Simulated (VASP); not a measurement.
# I (Cmce) in VASP: notebook

I is run at these levels: PBEsol, r2SCAN; tasks: single point.

Program: VASP 6.6.1. These are calculated values, not measurements. Logs are shortened: lines on timing, memory, paths and dates and some standing lists are left out, and cuts for length are marked.

## 1. The cell of the first run

The structure is orthorhombic, space group Cmce (No. 64). The conventional cell has a = 6.615 Å, b = 4.183 Å, c = 9.408 Å, α = 90.00°, β = 90.00°, γ = 90.00°. I (site symmetry m) has 4 I at 2.81 to 3.49 Å within 3.7 Å.

## 2. Single point, PBEsol

Contents of INCAR:

```
PREC     = Accurate       # precision mode
ENCUT    = 520            # plane-wave cutoff, eV
EDIFF    = 1E-7           # SCF threshold, eV
ISMEAR   = 0              # smearing method
SIGMA    = 0.02           # smearing width, eV
LREAL    = F              # projectors in reciprocal space
LASPH    = T              # aspherical terms in the spheres
NELM     = 80             # most SCF steps
ALGO     = Normal         # electronic algorithm
ISIF     = 2              # what is computed and relaxed
LWAVE    = F              # write WAVECAR
LCHARG   = T              # write CHGCAR
GGA      = PS             # functional
LELF     = T              # ELF
LVHAR    = T            
NBANDS   = 22             # bands
```

Contents of KPOINTS:

```
Automatic mesh
0
Gamma
  8 8 4
```

Contents of POSCAR:

```
I
1.0
    3.3074110911     -2.0916684959      0.0000000000
    3.3074110911      2.0916684959      0.0000000000
    0.0000000000      0.0000000000      9.4082060230
I
4
Direct
    0.8110605093      0.1889394907      0.1234680398
    0.6889394907      0.3110605093      0.6234680398
    0.1889394907      0.8110605093      0.8765319602
    0.3110605093      0.6889394907      0.3765319602
```

Potentials or basis: VASP PAW PBE potentials, release 64 (I).

On the command line:

```console
$ cat potpaw_PBE.64/I/POTCAR > POTCAR
$ mpirun -np 1 vasp_std > vasp.out
```

OUTCAR:

```text
PREC = Accurate
   ENCUT = 520
   EDIFF = 1E-7
   ISMEAR = 0
   LREAL = F
   LASPH = T
   NELM = 80
   ISIF = 2
   GGA = PS

 ion  position               nearest neighbor table
   1  0.811  0.189  0.123-   3 2.81   4 3.17   4 3.17   3 3.49
   2  0.689  0.311  0.623-   4 2.81   3 3.17   3 3.17   4 3.49
   3  0.189  0.811  0.877-   1 2.81   2 3.17   2 3.17   1 3.49
   4  0.311  0.689  0.377-   2 2.81   1 3.17   1 3.17   2 3.49

  LATTYP: Found a base centered orthorhombic cell.
 ALAT       =     4.1833369918
 B/A-ratio  =     1.5812310113
 C/A-ratio  =     2.2489715845

  Lattice vectors:

 A1 = (  -3.3074110911,  -2.0916684959,   0.0000000000)
 A2 = (   3.3074110911,  -2.0916684959,   0.0000000000)
 A3 = (   0.0000000000,   0.0000000000,   9.4082060230)

Analysis of symmetry for initial positions (statically):
=====================================================================
 Subroutine PRICEL returns:
 Original cell was already a primitive cell.

 Routine SETGRP: Setting up the symmetry group for a
 base centered orthorhombic supercell.

 Subroutine GETGRP returns: Found  8 space group operations
 (whereof  4 operations were pure point group operations)
 out of a pool of  8 trial point group operations.

The static configuration has the point symmetry C_2h.
 The point group associated with its full space group is D_2h.

Analysis of symmetry for dynamics (positions and initial velocities):
=====================================================================
 Subroutine PRICEL returns:
 Original cell was already a primitive cell.

 Routine SETGRP: Setting up the symmetry group for a
 base centered orthorhombic supercell.

 Subroutine GETGRP returns: Found  8 space group operations
 (whereof  4 operations were pure point group operations)
 out of a pool of  8 trial point group operations.

The dynamic configuration has the point symmetry C_2h.
 The point group associated with its full space group is D_2h.

 Subroutine INISYM returns: Found  8 space group operations
 (whereof  4 operations are pure point group operations),
 and found     1 'primitive' translations

----------------------------------------------------------------------------------------

                                     Primitive cell

  volume of cell :     130.1721

  direct lattice vectors                    reciprocal lattice vectors
     3.307411091 -2.091668496  0.000000000     0.151175643 -0.239043616  0.000000000
     3.307411091  2.091668496  0.000000000     0.151175643  0.239043616  0.000000000
     0.000000000  0.000000000  9.408206023     0.000000000  0.000000000  0.106290189

  length of vectors
     3.913316397  3.913316397  9.408206023     0.282835509  0.282835509  0.106290189

  position of ions in fractional coordinates (direct lattice)
     0.811060509  0.188939491  0.123468040
     0.688939491  0.311060509  0.623468040
     0.188939491  0.811060509  0.876531960
     0.311060509  0.688939491  0.376531960

  ion indices of the primitive-cell ions
   primitive index   ion index
                 1           1
                 2           2
                 3           3
                 4           4

----------------------------------------------------------------------------------------

 KPOINTS: Automatic mesh

Automatic generation of k-mesh.
 Grid dimensions read from file:
 generate k-points for:    8    8    4

 Generating k-lattice:

  Cartesian coordinates                     Fractional coordinates (reciprocal lattice)
     0.018896955 -0.029880452  0.000000000     0.125000000 -0.000000000  0.000000000
     0.018896955  0.029880452  0.000000000    -0.000000000  0.125000000  0.000000000
     0.000000000  0.000000000  0.026572547     0.000000000  0.000000000  0.250000000

  Length of vectors
     0.035354439  0.035354439  0.026572547

  Shift w.r.t. Gamma in fractional coordinates (k-lattice)
     0.000000000  0.000000000  0.000000000

 Subroutine IBZKPT returns following result:
 ===========================================

 Found     63 irreducible k-points:

[... 39 lines left out ...]
  energy-cutoff  :      520.00
  volume of cell :      130.17
 maximum number of plane-waves:      3536
 NGX is ok and might be reduce to    30
   NGX = 15   NGY = 15   NGZ = 35

 number of electron      28.0000001 magnetization

 Free energy of the ion-electron system (eV)
  ---------------------------------------------------
  ext. energy  EPLUGINS =         0.00000000
  ---------------------------------------------------
  free energy    TOTEN  =        -6.75217469 eV

  energy without entropy =       -6.75217469  energy(sigma->0) =       -6.75217469

 E-fermi :   5.6769     XC(G=0):  -9.4962

 val. band max:        5.5655134861   @ k =   0.5000   0.0000   0.5000
 cond. band min:       6.0728219851   @ k =   0.5000   0.3750   0.0000
 fundamental gap:      0.5073084991
 Fermi energy:         5.6768817238

 k-point     1 :       0.0000    0.0000    0.0000
  band No.  band energies     occupation
      1      -9.0944      2.00000
      2      -7.9617      2.00000
      3      -7.4950      2.00000
      4      -5.3992      2.00000
      5       0.0173      2.00000
      6       2.3519      2.00000
[... 14 lines left out ...]
     21      12.2988      0.00000
     22      13.0173      0.00000

 k-point     2 :       0.1250    0.0000    0.0000
  band No.  band energies     occupation
      1      -8.9771      2.00000
      2      -7.8896      2.00000
      3      -7.4043      2.00000
      4      -5.4747      2.00000
      5       0.1088      2.00000
      6       2.0932      2.00000
[... 14 lines left out ...]
     21      12.2714      0.00000
     22      12.5876      0.00000

 k-point     3 :       0.2500    0.0000    0.0000
  band No.  band energies     occupation
      1      -8.6447      2.00000
      2      -7.7152      2.00000
      3      -7.1593      2.00000
      4      -5.7179      2.00000
      5       0.2008      2.00000
      6       1.0536      2.00000
[... 14 lines left out ...]
     21      12.8693      0.00000
     22      13.7243      0.00000
[... 476 lines left out ...]
 k-point    23 :       0.1250    0.0000    0.2500
  band No.  band energies     occupation
      1      -8.8926      2.00000
      2      -8.2496      2.00000
      3      -6.9415      2.00000
      4      -5.7090      2.00000
      5       0.3405      2.00000
      6       1.5739      2.00000
[... 14 lines left out ...]
     21      12.2774      0.00000
     22      12.4468      0.00000

 k-point    24 :       0.2500    0.0000    0.2500
  band No.  band energies     occupation
      1      -8.5676      2.00000
      2      -7.9975      2.00000
      3      -6.8082      2.00000
      4      -5.8768      2.00000
      5       0.2162      2.00000
      6       0.8270      2.00000
[... 14 lines left out ...]
     21      12.5627      0.00000
     22      13.0539      0.00000

 [... further k-points ...]

------------------------ aborting loop because EDIFF is reached ----------------------------------------

  FORCE on cell =-STRESS in cart. coord.  units (eV):
  Direction    XX          YY          ZZ          XY          YZ          ZX
  --------------------------------------------------------------------------------------
  -------------------------------------------------------------------------------------
  Total        3.2598901      3.2911962      3.2493560      0.0000000      0.0000000      0.0000000
  in kB       40.1232126     40.5085320     39.9935570      0.0000000      0.0000000      0.0000000
  external PRESSURE =      40.2084338 kB  Pullay stress =       0.0000000 kB

 VOLUME and BASIS-vectors are now :
 -----------------------------------------------------------------------------
  energy-cutoff  :      520.00
  volume of cell :      130.17
      direct lattice vectors                 reciprocal lattice vectors
     3.307411091 -2.091668496  0.000000000     0.151175643 -0.239043616  0.000000000
     3.307411091  2.091668496  0.000000000     0.151175643  0.239043616  0.000000000
     0.000000000  0.000000000  9.408206023     0.000000000  0.000000000  0.106290189

 POSITION                                       TOTAL-FORCE (eV/Angst)
 -----------------------------------------------------------------------------------
      3.30741     -1.30127      1.16161         0.000000     -0.001524     -0.003099
      3.30741     -0.79040      5.86572         0.000000      0.001524     -0.003099
      3.30741      1.30127      8.24659         0.000000      0.001524      0.003099
      3.30741      0.79040      3.54249         0.000000     -0.001524      0.003099
 -----------------------------------------------------------------------------------
    total drift:                               -0.000000      0.000000     -0.000000

  FREE ENERGIE OF THE ION-ELECTRON SYSTEM (eV)
  ---------------------------------------------------
  free  energy   TOTEN  =        -6.7521746905 eV

  energy  without entropy=       -6.7521746905  energy(sigma->0) =       -6.75217469
```

Wall time 94 s (1 thread of Intel Xeon 6975P-C (Granite Rapids), shared host); peak memory 0.31 GiB.

Results:

```
Free energy            : -6.7522 eV
Pressure               : 4.0 GPa
Largest force          : 0.003 eV/Å
Band gap on the k mesh : 0.51 eV (least direct gap 0.89 eV)
```

Forces on the atoms (eV/Å):
```
I    0.000 -0.002 -0.003
I    0.000  0.002 -0.003
I    0.000  0.002  0.003
I    0.000 -0.002  0.003
```

Caveat: the cell stands under pressure; the PAW data sets were made with another functional, which shifts forces and pressure a little; spin-orbit coupling is left out, which moves the levels of the heavy elements. A k mesh can miss the band edges.

## 3. Single point, PBEsol

This run uses another cell than the first one, of 36.65 Å³/atom.

Contents of INCAR:

```
SYSTEM = I
PREC = Accurate ; ENCUT = 520
EDIFF = 1E-6 ; ISMEAR = 0
SIGMA = 0.02 ; LREAL = .FALSE.
LASPH = .TRUE. ; NELM = 100
ALGO = Normal ; ISIF = 2
LWAVE = .FALSE. ; LCHARG = .TRUE.
GGA = PS ; LELF = .TRUE.
LVHAR = .TRUE. ; NBANDS = 22
```

Contents of KPOINTS:

```
regular mesh
0
G
  8 8 4
  0 0 0
```

Contents of POSCAR:

```
I
1.0
    3.5512339702     -2.1612626959      0.0000000000
    3.5512339702      2.1612626959      0.0000000000
    0.0000000000      0.0000000000      9.5510038041
I
4
Direct
    0.8211753444      0.1788246556      0.1230025011
    0.6788246556      0.3211753444      0.6230025011
    0.1788246556      0.8211753444      0.8769974989
    0.3211753444      0.6788246556      0.3769974989
```

Potentials or basis: VASP PAW PBE potentials, release 64 (I).

On the command line:

```console
$ cat potpaw_PBE.64/I/POTCAR > POTCAR
$ mpirun -np 1 vasp_std > vasp.out
```

Wall time 94 s (1 thread of Intel Xeon 6975P-C (Granite Rapids), shared host); peak memory 0.33 GiB.

The run converged. Its results:

```
Free energy            : -6.9892 eV
Pressure               : 1.0 GPa
Largest force          : 0.007 eV/Å
Band gap on the k mesh : 0.71 eV (least direct gap 1.08 eV)
```

Forces on the atoms (eV/Å):
```
I    0.000 -0.005 -0.005
I    0.000  0.005 -0.005
I    0.000  0.005  0.005
I    0.000 -0.005  0.005
```

Levels at points of the mesh, in eV from the valence-band top:
```tsv
k point	band 10	band 11	band 12	band 13	band 14	band 15	band 16	band 17	band 18	band 19
(0.00, 0.00, 0.00)	-1.31	-0.98	-0.87	-0.40	-0.01	1.15	2.00	4.36	5.13	5.55
(0.50, 0.00, 0.00)	-2.23	-1.71	-1.71	-0.99	-0.99	2.25	2.25	4.82	4.82	6.94
(0.50, 0.50, 0.00)	-2.37	-1.90	-1.77	-1.33	-0.70	0.85	1.60	4.14	5.26	5.89
(0.00, 0.00, 0.50)	-1.14	-0.71	-0.71	-0.15	-0.15	1.18	1.18	5.24	5.24	5.60
(0.50, 0.00, 0.50)	-1.91	-1.23	-1.23	0.00	0.00	1.08	1.08	5.33	5.33	5.85
(0.50, 0.50, 0.50)	-2.35	-1.59	-1.59	-1.18	-1.18	0.86	0.86	5.20	5.20	6.58
```

Caveat: the PAW data sets were made with another functional, which shifts forces and pressure a little; spin-orbit coupling is left out, which moves the levels of the heavy elements. A k mesh can miss the band edges.

## 4. Single point, PBEsol

This run uses another cell than the first one, of 27.94 Å³/atom.

Contents of INCAR:

```
SYSTEM = I
PREC     = Accurate       ! precision mode
ENCUT    = 520            ! plane-wave cutoff, eV
EDIFF    = 1E-6           ! SCF threshold, eV
ISMEAR   = 0              ! smearing method
SIGMA    = 0.02           ! smearing width, eV
LREAL    = .FALSE.        ! projectors in reciprocal space
LASPH    = .TRUE.         ! aspherical terms in the spheres
NELM     = 80             ! most SCF steps
ALGO     = Normal         ! electronic algorithm
ISIF     = 2              ! what is computed and relaxed
LWAVE    = .FALSE.        ! write WAVECAR
LCHARG   = .TRUE.         ! write CHGCAR
GGA      = PS             ! functional
LELF     = .TRUE.         ! ELF
LVHAR    = .TRUE.       
NBANDS   = 22             ! bands
```

Contents of KPOINTS:

```
Automatic mesh
0
G
  10 10 4
  0 0 0
```

Contents of POSCAR:

```
I
1.0
    3.0511089007     -1.9976492652      0.0000000000
    3.0511089007      1.9976492652      0.0000000000
    0.0000000000      0.0000000000      9.1678990507
I
4
Direct
    0.7970874821      0.2029125179      0.1240962060
    0.7029125179      0.2970874821      0.6240962060
    0.2029125179      0.7970874821      0.8759037940
    0.2970874821      0.7029125179      0.3759037940
```

On the command line:

```console
$ cat potpaw_PBE.64/I/POTCAR > POTCAR
$ mpirun -np 1 vasp_std > vasp.out
```

Wall time 82 s (1 thread of Intel Xeon 6975P-C (Granite Rapids), shared host); peak memory 0.32 GiB.

It converged, with:

* Free energy: -5.8917 eV
* Pressure: 12.0 GPa
* Largest force: 0.005 eV/Å
* Band gap on the k mesh: 0.06 eV (least direct gap 0.63 eV)

Forces on the atoms (eV/Å):
```
I    0.000 -0.004 -0.003
I    0.000  0.004 -0.003
I    0.000  0.004  0.003
I    0.000 -0.004  0.003
```

Levels at points of the mesh, in eV from the valence-band top:
| k point | band 11 | band 12 | band 13 | band 14 | band 15 | band 16 | band 17 | band 18 |
| --- | --- | --- | --- | --- | --- | --- | --- | --- |
| (0.00, 0.00, 0.00) | -0.70 | -0.48 | -0.24 | -0.20 | 1.36 | 2.23 | 3.30 | 5.60 |
| (0.50, 0.00, 0.00) | -1.98 | -1.98 | -1.46 | -1.46 | 2.30 | 2.30 | 4.14 | 4.14 |
| (0.50, 0.50, 0.00) | -2.67 | -2.57 | -2.49 | -1.86 | 0.35 | 1.19 | 2.63 | 3.66 |
| (0.00, 0.00, 0.50) | -0.40 | -0.40 | -0.21 | -0.21 | 1.08 | 1.08 | 4.18 | 4.18 |
| (0.50, 0.00, 0.50) | -2.00 | -2.00 | -0.17 | -0.17 | 0.47 | 0.47 | 4.84 | 4.84 |
| (0.50, 0.50, 0.50) | -3.13 | -3.13 | -1.63 | -1.63 | 0.08 | 0.08 | 3.87 | 3.87 |

Caveat: the cell stands under pressure; the PAW data sets were made with another functional, which shifts forces and pressure a little; spin-orbit coupling is left out, which moves the levels of the heavy elements.

## 5. Single point, r2SCAN (strained)

Contents of POSCAR:

```
I
1.0
    3.6310912250     -2.4108780500      0.0000000000
    3.6310912250      2.4108780500      0.0000000000
    0.0000000000      0.0000000000      9.9588762000
I
4
Direct
    0.8850419073      0.1149580927      0.1359278364
    0.6149580927      0.3850419073      0.6359278364
    0.1149580927      0.8850419073      0.8640721636
    0.3850419073      0.6149580927      0.3640721636
```

Contents of INCAR.step1:

```
ALGO = Normal
EDIFF = 1E-4
ENCUT = 520
GGA = PE
ISMEAR = 0
LASPH = T
LCHARG = F
LREAL = F
LWAVE = T
NBANDS = 22
NELM = 80
PREC = Accurate
SIGMA = 0.02
```

Contents of INCAR.step2:

```
ALGO = Normal
EDIFF = 1E-6
ENCUT = 520
ISIF = 2
ISMEAR = 0
ISTART = 1
LASPH = T
LCHARG = T
LELF = T
LMIXTAU = T
LREAL = F
LVHAR = T
LWAVE = F
METAGGA = R2SCAN
NBANDS = 22
NELM = 80
PREC = Accurate
SIGMA = 0.02
```

Contents of KPOINTS:

```
k-points
0
Gamma
  8 8 4
```

On the command line:

```console
$ cat potpaw_PBE.64/I/POTCAR > POTCAR
$ cp INCAR.step1 INCAR
$ mpirun -np 1 vasp_std > vasp.out
$ cp INCAR.step2 INCAR
$ mpirun -np 1 vasp_std > vasp.out
```

It took 21 min on 1 thread of AMD EPYC 9755, shared host; peak memory 0.38 GiB.

Results (log left out):

```
Free energy            : -97.8424 eV
Pressure               : -0.3 GPa
Largest force          : 1.029 eV/Å
Band gap on the k mesh : 0.41 eV (least direct gap 0.52 eV)
```

Forces in eV/Å, atoms in the order of the input:
```
I    0.000 -0.016 -1.029
I    0.000  0.016 -1.029
I    0.000  0.016  1.029
I    0.000 -0.016  1.029
```

Stress tensor (GPa, compression positive):
```
 0.68  0.00  0.00
 0.00 -0.09  0.00
 0.00  0.00 -1.62
```

Levels at points of the mesh, in eV from the valence-band top:
| k point | band 10 | band 11 | band 12 | band 13 | band 14 | band 15 | band 16 | band 17 | band 18 | band 19 |
| --- | --- | --- | --- | --- | --- | --- | --- | --- | --- | --- |
| (0.00, 0.00, 0.00) | -1.38 | -1.19 | -0.52 | -0.34 | 0.00 | 0.52 | 1.29 | 5.48 | 5.55 | 6.14 |
| (0.50, 0.00, 0.00) | -2.19 | -1.44 | -1.44 | -0.92 | -0.92 | 1.82 | 1.82 | 5.75 | 5.75 | 7.73 |
| (0.50, 0.50, 0.00) | -2.38 | -2.05 | -1.76 | -0.65 | -0.32 | 0.41 | 1.05 | 5.82 | 5.83 | 6.24 |
| (0.00, 0.00, 0.50) | -1.29 | -0.60 | -0.60 | -0.42 | -0.42 | 0.84 | 0.84 | 5.94 | 5.94 | 6.66 |
| (0.50, 0.00, 0.50) | -1.83 | -1.15 | -1.15 | -0.30 | -0.30 | 1.17 | 1.17 | 6.16 | 6.16 | 6.69 |
| (0.50, 0.50, 0.50) | -2.68 | -1.33 | -1.33 | -0.98 | -0.98 | 0.68 | 0.68 | 6.57 | 6.57 | 7.12 |

Caveat: the cell differs from its parent crystal (strained); the PAW data sets were made with another functional, which shifts forces and pressure a little; spin-orbit coupling is left out, which moves the levels of the heavy elements.

## 6. Overview

```tsv
level	cell	k mesh	gap on the mesh (eV)	pressure (GPa)	largest force (eV/Å)
PBEsol	a = 3.913, b = 3.913, c = 9.408 Å, angles 90.0, 90.0, 64.6°, 4 atoms, atomic positions A	8 × 8 × 4	0.51	4.0	-
PBEsol	a = 4.157, b = 4.157, c = 9.551 Å, angles 90.0, 90.0, 62.6°, 4 atoms, atomic positions B	8 × 8 × 4	0.71	1.0	0.01
PBEsol	a = 3.647, b = 3.647, c = 9.168 Å, angles 90.0, 90.0, 66.4°, 4 atoms, atomic positions C	10 × 10 × 4	0.06	12.0	-
r2SCAN	a = 4.359, b = 4.359, c = 9.959 Å, angles 90.0, 90.0, 67.2°, 4 atoms, atomic positions D	8 × 8 × 4	0.41	-0.3	1.03
```

Alike in all rows: task single point; potentials or basis VASP PAW PBE potentials, release 64 (I); no spin polarisation; cutoff (eV) 520; smearing gaussian 0.02 eV.

Caveats: the PAW data sets were made with another functional, which shifts forces and pressure a little; spin-orbit coupling is left out, which moves the levels of the heavy elements; the cell stands under pressure (at least some runs).

Absolute energies hang on the potentials; compare differences alone.
